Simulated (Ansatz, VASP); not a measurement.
## SrTiO3: VASP beside Ansatz

```
CELL_PARAMETERS angstrom
3.90500 -0.01953 -0.01953
-0.01953 3.90500 -0.01953
-0.01953 -0.01953 3.90500
ATOMIC_POSITIONS crystal
Sr 0.00000 0.00000 0.00000
Ti 0.50000 0.50000 0.50000
O 0.00000 0.50000 0.50000
O 0.50000 0.00000 0.50000
O 0.50000 0.50000 0.00000
```

Change from the starting cell: equal xy, yz and zx shear strains of -1 %.

Alike in both runs: task single point; functional PBE; k mesh 7 × 7 × 7; occupations fermi-dirac, width 0.05 eV; no spin polarisation.

```csv
,VASP,Ansatz
version,VASP 6.6.1,Ansatz 0.2.0
potentials or method,"VASP PAW PBE potentials, release 64 (Sr_sv, Ti_sv, O), cutoff 520 eV","all-electron LAPW, scalar-relativistic"
```

```csv
,VASP,Ansatz,Ansatz less VASP
gap on the k mesh at the Fermi level (eV),1.87,1.90,+0.025
pressure (GPa),5.0,4.3,-0.66
"traceless stress, the component that is largest in VASP (GPa)",1.15,1.15,-0.004
```

Ansatz ran all-electron here, and VASP with PAW potentials.
